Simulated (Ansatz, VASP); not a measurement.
**Al2Au: VASP beside Ansatz**

File INCAR:

```
PREC = Accurate
ENCUT = 520
EDIFF = 1E-6
ISMEAR = -1
SIGMA = 0.05
LREAL = F
LASPH = T
NELM = 100
ALGO = Normal
ISIF = 2
LWAVE = F
LCHARG = F
GGA = PE
NBANDS = 16
```

KPOINTS

```
Automatic mesh
0
Gamma
  8 8 8
```

Contents of POSCAR:

```
Al2Au
1.0
    0.0000000000      2.9798651651      2.9798651651
    2.9798651651      0.0000000000      2.9798651651
    2.9798651651      2.9798651651      0.0000000000
Au Al
1 2
Direct
    0.0000000000      0.0000000000      0.0000000000
    0.7500000000      0.7500000000      0.7500000000
    0.2500000000      0.2500000000      0.2500000000
```

File input.yaml:

```yaml
crystal:
  lattice:
    - [0.0, 2.9798651651, 2.9798651651]
    - [2.9798651651, 0.0, 2.9798651651]
    - [2.9798651651, 2.9798651651, 0.0]
  atoms:
    - { symbol: Au, position: [0.0, 0.0, 0.0] }
    - { symbol: Al, position: [0.75, 0.75, 0.75] }
    - { symbol: Al, position: [0.25, 0.25, 0.25] }
hamiltonian:
  xc: pbe
  pseudopotentials: { kind: paw }
kpoints:
  mp_grid: { grid: [8, 8, 8] }
scf:
  occupations: { method: fermi_dirac, width: 0.05 }
output:
  forces: true
  stress: true
  eigenvalues: true
```

Alike in both runs: task single point; functional PBE; k mesh 8 × 8 × 8; occupations fermi-dirac, width 0.05 eV; no spin polarisation.

```csv
,VASP,Ansatz
version,VASP 6.6.1,Ansatz 0.2.0
potentials or method,"VASP PAW PBE potentials, release 64 (Au, Al)",Ansatz PAW
plane-wave cutoff (eV),520,420
valence electrons in the cell,17,25
```

Ansatz gave:

* gap on the k mesh at the Fermi level (eV): none
* pressure (GPa): 5.8

Task: Which values does VASP return?

Result: gap on the k mesh at the Fermi level (eV): none; pressure (GPa): 5.6.

A gap of «none» marks a metal or a gap that the smearing closes. VASP's potentials hold 17 valence electrons a cell and Ansatz's 25, so a difference there can come from the potentials and not from the codes.

Spin-orbit coupling is off throughout.
